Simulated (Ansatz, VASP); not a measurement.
SnO: VASP beside Ansatz

File INCAR:

```
PREC = Accurate
ENCUT = 520
EDIFF = 1E-6
ISMEAR = 0
SIGMA = 0.05
LREAL = F
LASPH = T
NELM = 60
ALGO = Normal
ISIF = 2
LWAVE = F
LCHARG = F
LDIPOL = T
IDIPOL = 3
DIPOL = 0.5 0.5 0.408
GGA = PE
IVDW = 12
NBANDS = 50
```

The input KPOINTS:

```
regular mesh
0
Gamma
  7 7 1
```

POSCAR

```
SnO
1.0
    3.8201708766      0.0000000000      0.0000000000
    0.0000000000      3.8201708766      0.0000000000
    0.0000000000      0.0000000000     22.2260720666
Sn O
4 4
Direct
    0.5000000000      0.0000000000      0.2024649244
    0.0000000000      0.5000000000      0.3087831270
    0.0000000000      0.5000000000      0.5067488308
    0.5000000000      0.0000000000      0.6130670334
    0.0000000000      0.0000000000      0.2556240257
    0.5000000000      0.5000000000      0.2556240257
    0.5000000000      0.5000000000      0.5599079321
    0.0000000000      0.0000000000      0.5599079321
```

Input for Ansatz:

```yaml
crystal:
  lattice:
    - [3.8201708766, 0.0, 0.0]
    - [0.0, 3.8201708766, 0.0]
    - [0.0, 0.0, 22.2260720666]
  atoms:
    - { symbol: Sn, position: [0.5, 0.0, 0.2024649244] }
    - { symbol: O, position: [0.0, 0.0, 0.2556240257] }
    - { symbol: O, position: [0.5, 0.5, 0.2556240257] }
    - { symbol: Sn, position: [0.0, 0.5, 0.308783127] }
    - { symbol: Sn, position: [0.0, 0.5, 0.5067488308] }
    - { symbol: O, position: [0.5, 0.5, 0.5599079321] }
    - { symbol: O, position: [0.0, 0.0, 0.5599079321] }
    - { symbol: Sn, position: [0.5, 0.0, 0.6130670334] }
basis:
  ecutwfc: 420
kpoints:
  mp_grid: { grid: [7, 7, 1] }
hamiltonian:
  xc: pbe
  pseudopotentials: { kind: paw, azcp: { folder: soft_1 } }
  dispersion: d3bj
scf:
  occupations: { method: gaussian, width: 0.05 }
output:
  forces: true
  eigenvalues: true
efield:
  axis: 3
  dipole_correction: true
  ramp_width: 0.04
```

Alike in both runs: task single point; functional PBE; dispersion D3(BJ); k mesh 7 × 7 × 1; occupations gaussian, width 0.05 eV; no spin polarisation.

|  | VASP | Ansatz |
| --- | --- | --- |
| version | VASP 6.6.1 | Ansatz 0.2.0 |
| potentials or method | VASP PAW PBE potentials, release 64 (Sn_d, O), cutoff 520 eV | scalar-relativistic, plane waves, PAW |
| valence electrons in the cell | 80 | 80 |

```tsv
	VASP	Ansatz	Ansatz less VASP
gap on the k mesh at the Fermi level (eV)	2.55	2.56	+0.008
least direct gap on the mesh (eV)	2.59	2.63	+0.042
rms of the force components (eV/Å)	0.033	0.008	-0.0249
```
